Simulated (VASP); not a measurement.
Set up this calculation in VASP 6.6.1, as the native input.

* Task: relaxation of cell and atoms
* Functional: LDA
* Potentials or basis: VASP PAW LDA potentials, release 64 (Zn, Se)
* Cutoff: 600 eV
* k mesh: 8 × 8 × 8
* Occupations: gaussian, width 0.01 eV
* Spin: no spin polarisation
* Target pressure: 7 GPa
* Dipole correction: no
* Further INCAR settings: ALGO = Normal; EDIFF = 1e-06; IBRION = 2; EDIFFG = -0.002; NSW = 100; ISIF = 3

The structure of ZnSe lies in POSCAR:

```
ZnSe
1.0
    0.0000000000      2.7837629266      2.7837629266
    2.7837629266      0.0000000000      2.7837629266
    2.7837629266      2.7837629266      0.0000000000
Zn Se
1 1
Direct
    0.0000000000      0.0000000000      0.0000000000
    0.7500000000      0.7500000000      0.7500000000
```

One way to write it, as run:

INCAR

```
  PREC = Accurate
  ENCUT = 600
  EDIFF = 1E-6
  ISMEAR = 0
  SIGMA = 0.01
  LREAL = False
  LASPH = True
  NELM = 60
  ALGO = Normal
  ISIF = 3
  LWAVE = False
  LCHARG = False
  IBRION = 2
  NSW = 100
  EDIFFG = -0.002
  PSTRESS = 70.0
```

KPOINTS

```
Automatic mesh
0
Gamma
  8 8 8
```

Potentials or basis: VASP PAW LDA potentials, release 64 (Zn, Se).

Launch:

```bash
$ cat potpaw_LDA.64/Zn/POTCAR potpaw_LDA.64/Se/POTCAR > POTCAR
$ mpirun -np 1 vasp_std > vasp.out
```

Results of the run:

```yaml
Relaxed_volume: 19.98 Å³/atom
Relaxed_cell: a = 3.838 Å, b = 3.838 Å, c = 3.838 Å, α = 60.00°, β = 60.00°, γ = 60.00°
Space_group_after_relaxing_to_0.05_Å: F-43m (No. 216)
Energy_change_on_relaxing_the_enthalpy_is_what_falls: +34.2 meV/atom
Ionic_steps: 6
Pressure_after_relaxing: 7.0 GPa
Band_gap_on_the_k_mesh: 1.62 eV, direct
```

Caveat: the cell is relaxed towards a set pressure, so the enthalpy falls and the energy may rise.

Wall time 63 s on 1 thread of Intel(R) Xeon(R) Platinum 8259CL CPU @ 2.50GHz (Skylake/Cascade Lake), on a shared host, peak memory 0.17 GiB.
